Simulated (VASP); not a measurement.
**CdSe: single point with PBE**

The system is CdSe.

```xyz
2
Lattice="0.0000 3.1249 3.1249 3.1249 0.0000 3.1249 2.9641 2.9641 0.1608" Properties=species:S:1:pos:R:3 pbc="T T T"
Cd    0.0000    0.0000    0.0000
Se    4.5667    4.5667    4.8080
```

```
Program             : VASP 6.6.1
Task                : single point
Functional          : PBE
Potentials or basis : VASP PAW PBE potentials, release 64 (Cd, Se)
Cutoff              : 520 eV
k mesh              : 10 × 10 × 10
Occupations         : gaussian, width 0.05 eV
Spin                : no spin polarisation
```

| Property | Result |
| --- | --- |
| Pressure | 3.7 GPa |
| Largest force | 0.859 eV/Å |
| Band gap on the k mesh | 0.60 eV |

Forces in eV/Å, atoms in the order of the input:
```
Cd  -0.496 -0.496  0.496
Se   0.496  0.496 -0.496
```

Stress tensor (GPa, compression positive):
```
 3.74  2.96 -2.96
 2.96  3.74 -2.96
-2.96 -2.96  3.74
```

Levels at points of the mesh, in eV from the valence-band top:
| k point | band 5 | band 6 | band 7 | band 8 | band 9 | band 10 | band 11 | band 12 | band 13 | band 14 |
| --- | --- | --- | --- | --- | --- | --- | --- | --- | --- | --- |
| (0.00, 0.00, 0.00) | -7.62 | -7.62 | -0.11 | -0.11 | 0.00 | 0.60 | 5.57 | 5.57 | 6.66 | 9.77 |
| (0.50, 0.00, 0.00) | -7.60 | -7.34 | -4.42 | -0.72 | -0.68 | 2.44 | 6.21 | 6.78 | 7.33 | 10.10 |
| (0.50, 0.50, 0.00) | -7.57 | -7.26 | -4.13 | -2.10 | -1.66 | 2.98 | 3.84 | 8.82 | 10.00 | 10.50 |
| (0.00, 0.00, 0.50) | -7.60 | -7.28 | -4.45 | -1.05 | -1.05 | 2.05 | 6.07 | 6.07 | 7.59 | 9.96 |

Wall time 63 s on 1 thread of AMD EPYC 9R45 96-Core Processor (Zen 5), on a shared host, peak memory 0.24 GiB.

Caveat: the cell stands under pressure.
